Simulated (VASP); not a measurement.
# PbF2 (km) (Fm-3m) in VASP: single point with PBEsol

Aim: the single point of PbF2 (km) with PBEsol.

All numbers are computed with VASP 6.6.1; they aren't measurements. Logs are shortened: lines on timing, memory, paths and dates and some standing lists are left out, and cuts for length are marked.

## (1) The cell of the first run

The structure is cubic, space group Fm-3m (No. 225). Conventional cell: a = 5.899 Å, b = 5.899 Å, c = 5.899 Å, α = 90.00°, β = 90.00°, γ = 90.00°. Within 3.4 Å of Pb (site symmetry m-3m) lie 8 F at 2.55 Å. F (site symmetry -43m) has 4 Pb at 2.55 Å and 6 F at 2.95 Å within 3.4 Å.

## (2) Single point, PBEsol

Contents of INCAR:

```
PREC     = Accurate       # precision mode
ENCUT    = 600            # plane-wave cutoff, eV
EDIFF    = 1E-6           # SCF threshold, eV
ISMEAR   = 0              # smearing method
SIGMA    = 0.02           # smearing width, eV
LREAL    = F              # projectors in reciprocal space
LASPH    = T              # aspherical terms in the spheres
NELM     = 120            # most SCF steps
ALGO     = Normal         # electronic algorithm
ISIF     = 2              # what is computed and relaxed
LWAVE    = F              # write WAVECAR
LCHARG   = T              # write CHGCAR
GGA      = PS             # functional
LELF     = T              # ELF
LVHAR    = T            
NBANDS   = 21             # bands
GGA_COMPAT= F
```

Contents of KPOINTS:

```
regular mesh
0
Gamma
  4 4 4
```

Contents of POSCAR:

```
PbF2
1.0
    0.0000000000      2.9492947172      2.9492947172
    2.9492947172      0.0000000000      2.9492947172
    2.9492947172      2.9492947172      0.0000000000
Pb F
1 2
Direct
    0.0000000000      0.0000000000      0.0000000000
    0.7500000000      0.7500000000      0.7500000000
    0.2500000000      0.2500000000      0.2500000000
```

Potentials or basis: VASP PAW PBE potentials, release 64 (Pb_d, F).

The run is started by

```sh
cat potpaw_PBE.64/Pb_d/POTCAR potpaw_PBE.64/F/POTCAR > POTCAR
mpirun -np 1 vasp_std > vasp.out
```

OUTCAR:

```text
PREC = Accurate
   ENCUT = 600
   EDIFF = 1E-6
   ISMEAR = 0
   LREAL = F
   LASPH = T
   NELM = 120
   ISIF = 2
   GGA = PS

 ion  position               nearest neighbor table
   1  0.000  0.000  0.000-   2 2.55   2 2.55   2 2.55   2 2.55   3 2.55   3 2.55   3 2.55   3 2.55

   2  0.750  0.750  0.750-   1 2.55   1 2.55   1 2.55   1 2.55
   3  0.250  0.250  0.250-   1 2.55   1 2.55   1 2.55   1 2.55

  LATTYP: Found a face centered cubic cell.
 ALAT       =     5.8985894344

  Lattice vectors:

 A1 = (   0.0000000000,   2.9492947172,   2.9492947172)
 A2 = (   2.9492947172,   0.0000000000,   2.9492947172)
 A3 = (   2.9492947172,   2.9492947172,   0.0000000000)

Analysis of symmetry for initial positions (statically):
=====================================================================
 Subroutine PRICEL returns:
 Original cell was already a primitive cell.

 Routine SETGRP: Setting up the symmetry group for a
 face centered cubic supercell.

 Subroutine GETGRP returns: Found 48 space group operations
 (whereof 48 operations were pure point group operations)
 out of a pool of 48 trial point group operations.

The static configuration has the point symmetry O_h .

Analysis of symmetry for dynamics (positions and initial velocities):
=====================================================================
 Subroutine PRICEL returns:
 Original cell was already a primitive cell.

 Routine SETGRP: Setting up the symmetry group for a
 face centered cubic supercell.

 Subroutine GETGRP returns: Found 48 space group operations
 (whereof 48 operations were pure point group operations)
 out of a pool of 48 trial point group operations.

The dynamic configuration has the point symmetry O_h .

 Subroutine INISYM returns: Found 48 space group operations
 (whereof 48 operations are pure point group operations),
 and found     1 'primitive' translations

----------------------------------------------------------------------------------------

                                     Primitive cell

  volume of cell :      51.3079

  direct lattice vectors                    reciprocal lattice vectors
     0.000000000  2.949294717  2.949294717    -0.169532057  0.169532057  0.169532057
     2.949294717  0.000000000  2.949294717     0.169532057 -0.169532057  0.169532057
     2.949294717  2.949294717  0.000000000     0.169532057  0.169532057 -0.169532057

  length of vectors
     4.170932588  4.170932588  4.170932588     0.293638136  0.293638136  0.293638136

  position of ions in fractional coordinates (direct lattice)
     0.000000000  0.000000000  0.000000000
     0.750000000  0.750000000  0.750000000
     0.250000000  0.250000000  0.250000000

  ion indices of the primitive-cell ions
   primitive index   ion index
                 1           1
                 2           2
                 3           3

----------------------------------------------------------------------------------------

 KPOINTS: regular mesh

Automatic generation of k-mesh.
 Grid dimensions read from file:
 generate k-points for:    4    4    4

 Generating k-lattice:

  Cartesian coordinates                     Fractional coordinates (reciprocal lattice)
    -0.042383014  0.042383014  0.042383014     0.250000000  0.000000000  0.000000000
     0.042383014 -0.042383014  0.042383014     0.000000000  0.250000000  0.000000000
     0.042383014  0.042383014 -0.042383014     0.000000000  0.000000000  0.250000000

  Length of vectors
     0.073409534  0.073409534  0.073409534

  Shift w.r.t. Gamma in fractional coordinates (k-lattice)
     0.000000000  0.000000000  0.000000000

 Subroutine IBZKPT returns following result:
 ===========================================

 Found      8 irreducible k-points:

 Following reciprocal coordinates:
            Coordinates               Weight
  0.000000  0.000000  0.000000      1.000000
  0.250000  0.000000  0.000000      8.000000
  0.500000  0.000000  0.000000      4.000000
  0.250000  0.250000  0.000000      6.000000
  0.500000  0.250000  0.000000     24.000000
 -0.250000  0.250000  0.000000     12.000000
  0.500000  0.500000  0.000000      3.000000
 -0.250000  0.500000  0.250000      6.000000
   k-points           NKPTS =      8   k-points in BZ     NKDIM =      8   number of bands    NBANDS=     21
   number of dos      NEDOS =    301   number of ions     NIONS =      3
   total plane-waves  NPLWV =  46656
   dimension x,y,z NGX =    36 NGY =   36 NGZ =   36
   dimension x,y,z NGXF=    72 NGYF=   72 NGZF=   72
   ions per type =               1   2
   NGX,Y,Z   is equivalent  to a cutoff of  14.35, 14.35, 14.35 a.u.
   NGXF,Y,Z  is equivalent  to a cutoff of  28.70, 28.70, 28.70 a.u.
 SYSTEM =  unknown system
   PREC   = accura    normal or accurate (medium, high low for compatibility)
   ISTART =      0    job   : 0-new  1-cont  2-samecut
   ICHARG =      2    charge: 1-file 2-atom 10-const
   ISPIN  =      1    spin polarized calculation?
   LNONCOLLINEAR =      F non collinear calculations
   LSORBIT =      F    spin-orbit coupling
   LASPH  =      T    aspherical Exc in radial PAW
   ENCUT  =  600.0 eV  44.10 Ry    6.64 a.u.   8.33  8.33  8.33*2*pi/ulx,y,z
   NELM   =    120;   NELMIN=  2; NELMDL= -5     # of ELM steps
   EDIFF  = 0.1E-05   stopping-criterion for ELM
   LREAL  =      F    real-space projection
   EDIFFG = 0.1E-04   stopping-criterion for IOM
   NSW    =      0    number of steps for IOM
   IBRION =     -1    ionic relax: 0-MD 1-quasi-New 2-CG
   NFREE  =      0    steps in history (QN), initial steepest desc. (CG)
   ISIF   =      2    stress and relaxation
   ISYM   =      2    0-nonsym 1-usesym 2-fastsym
   POTIM  = 0.5000    time-step for ionic-motion
   TEBEG  =    0.0;   TEEND  =   0.0 temperature during run
   PSTRESS=    0.0 pullay stress
   NELECT =      28.0000    total number of electrons
   NUPDOWN=      -1.0000    fix difference up-down
   EMIN   =  10.00;   EMAX   =-10.00  energy-range for DOS
   EFERMI =   0.00;   METHOD = LEGACY
   ISMEAR =     0;   SIGMA  =   0.02  broadening in eV -4-tet -1-fermi 0-gaus
   EFERMI_NEDOS =   21; number of points for ismear=-14 and -15
   IALGO  =     38    algorithm
   IMIX   =      4    mixing-type and parameters
     AMIX     =   0.40;   BMIX     =  1.00
     AMIX_MAG =   1.60;   BMIX_MAG =  1.00
  volume/ion in A,a.u.               =      17.10       115.41
  Fermi-wavevector in a.u.,A,eV,Ry     =   1.337825  2.528123 24.351380  1.789776
  Thomas-Fermi vector in A             =   2.466344
   LORBIT       =      0    0 simple, 1 ext, 2 COOP (PROOUT), +10 PAW based schemes
   GGA     = PS    functional components
   LHFCALC =     F    Hartree Fock is set to
   AEXX    =    0.0000 exact exchange contribution
   IVDW    =     0    specifies the selected vdW correction
   LEPSILON=     F    determine dielectric tensor
   LRPA    =     F    only Hartree local field effects (RPA)
 non-spin polarized calculation
 Gauss-broadening in eV      SIGMA  =   0.02
  energy-cutoff  :      600.00
  volume of cell :       51.31
 maximum number of plane-waves:      1724
 NGX is ok and might be reduce to    36
   NGX = 17   NGY = 17   NGZ = 17

 number of electron      28.0000010 magnetization

 Free energy of the ion-electron system (eV)
  ---------------------------------------------------
  ext. energy  EPLUGINS =         0.00000000
  ---------------------------------------------------
  free energy    TOTEN  =       -14.94017390 eV

  energy without entropy =      -14.94017390  energy(sigma->0) =      -14.94017390

 E-fermi :   2.1048     XC(G=0):  -9.7345

 val. band max:        1.9162667116   @ k =  -0.2500   0.5000   0.2500
 cond. band min:       6.2174245759   @ k =   0.5000   0.5000   0.0000
 fundamental gap:      4.3011578643
 Fermi energy:         2.1047797118

 k-point     1 :       0.0000    0.0000    0.0000
  band No.  band energies     occupation
      1     -19.1815      2.00000
      2     -18.5149      2.00000
      3     -12.4663      2.00000
      4     -12.4663      2.00000
      5     -12.4663      2.00000
      6     -12.3957      2.00000
[... 13 lines left out ...]
     20      16.9227      0.00000
     21      19.3631      0.00000

 k-point     2 :       0.2500    0.0000    0.0000
  band No.  band energies     occupation
      1     -19.0643      2.00000
      2     -18.6207      2.00000
      3     -12.4477      2.00000
      4     -12.4477      2.00000
      5     -12.3904      2.00000
      6     -12.3904      2.00000
[... 13 lines left out ...]
     20      15.9502      0.00000
     21      17.5366      0.00000

 k-point     3 :       0.5000    0.0000    0.0000
  band No.  band energies     occupation
      1     -18.8737      2.00000
      2     -18.7939      2.00000
      3     -12.4452      2.00000
      4     -12.4452      2.00000
      5     -12.3685      2.00000
      6     -12.3685      2.00000
[... 13 lines left out ...]
     20      15.5497      0.00000
     21      16.1241      0.00000

 k-point     4 :       0.2500    0.2500    0.0000
  band No.  band energies     occupation
      1     -19.0343      2.00000
      2     -18.6440      2.00000
      3     -12.4187      2.00000
      4     -12.4187      2.00000
      5     -12.4145      2.00000
      6     -12.3825      2.00000
[... 13 lines left out ...]
     20      17.4725      0.00000
     21      17.5380      0.00000

 k-point     5 :       0.5000    0.2500    0.0000
  band No.  band energies     occupation
      1     -18.8848      2.00000
      2     -18.7720      2.00000
      3     -12.4229      2.00000
      4     -12.4076      2.00000
      5     -12.3688      2.00000
      6     -12.3533      2.00000
[... 13 lines left out ...]
     20      17.4959      0.00000
     21      18.3486      0.00000

 k-point     6 :      -0.2500    0.2500    0.0000
  band No.  band energies     occupation
      1     -18.9305      2.00000
      2     -18.7350      2.00000
      3     -12.4176      2.00000
      4     -12.4147      2.00000
      5     -12.3992      2.00000
      6     -12.3412      2.00000
[... 13 lines left out ...]
     20      17.2932      0.00000
     21      18.8837      0.00000

 k-point     7 :       0.5000    0.5000    0.0000
  band No.  band energies     occupation
      1     -18.8799      2.00000
      2     -18.7664      2.00000
      3     -12.4363      2.00000
      4     -12.3693      2.00000
      5     -12.3691      2.00000
      6     -12.3691      2.00000
[... 13 lines left out ...]
     20      18.4196      0.00000
     21      19.1387      0.00000

 k-point     8 :      -0.2500    0.5000    0.2500
  band No.  band energies     occupation
      1     -18.8235      2.00000
      2     -18.8235      2.00000
      3     -12.4189      2.00000
      4     -12.3852      2.00000
      5     -12.3690      2.00000
      6     -12.2934      2.00000
[... 13 lines left out ...]
     20      17.9785      0.00000
     21      17.9785      0.00000

------------------------ aborting loop because EDIFF is reached ----------------------------------------

  FORCE on cell =-STRESS in cart. coord.  units (eV):
  Direction    XX          YY          ZZ          XY          YZ          ZX
  --------------------------------------------------------------------------------------
  -------------------------------------------------------------------------------------
  Total       -0.0728535     -0.0728535     -0.0728535     -0.0000000     -0.0000000      0.0000000
  in kB       -2.2749742     -2.2749742     -2.2749742     -0.0000000     -0.0000000      0.0000000
  external PRESSURE =      -2.2749742 kB  Pullay stress =       0.0000000 kB

 VOLUME and BASIS-vectors are now :
 -----------------------------------------------------------------------------
  energy-cutoff  :      600.00
  volume of cell :       51.31
      direct lattice vectors                 reciprocal lattice vectors
     0.000000000  2.949294717  2.949294717    -0.169532057  0.169532057  0.169532057
     2.949294717  0.000000000  2.949294717     0.169532057 -0.169532057  0.169532057
     2.949294717  2.949294717  0.000000000     0.169532057  0.169532057 -0.169532057

 POSITION                                       TOTAL-FORCE (eV/Angst)
 -----------------------------------------------------------------------------------
      0.00000      0.00000      0.00000        -0.000000     -0.000000      0.000000
      4.42394      4.42394      4.42394        -0.000000     -0.000000      0.000000
      1.47465      1.47465      1.47465         0.000000      0.000000     -0.000000
 -----------------------------------------------------------------------------------
    total drift:                                0.000000      0.000000      0.000000

  FREE ENERGIE OF THE ION-ELECTRON SYSTEM (eV)
  ---------------------------------------------------
  free  energy   TOTEN  =       -14.9401738997 eV

  energy  without entropy=      -14.9401738997  energy(sigma->0) =      -14.94017390
```

Wall time 33 s (1 thread of Intel Xeon 8259CL, shared host); peak memory 0.2 GiB.

What came out:

| Quantity | Value |
| --- | --- |
| Free energy | -14.9402 eV |
| Pressure | -0.2 GPa |
| Band gap on the k mesh | 4.30 eV, indirect (least direct gap 4.46 eV) |

Caveat: the k points lie up to 0.46 Å⁻¹ apart; the PAW data sets were made with another functional, which shifts forces and pressure a little; spin-orbit coupling is left out, which moves the levels of the heavy elements.
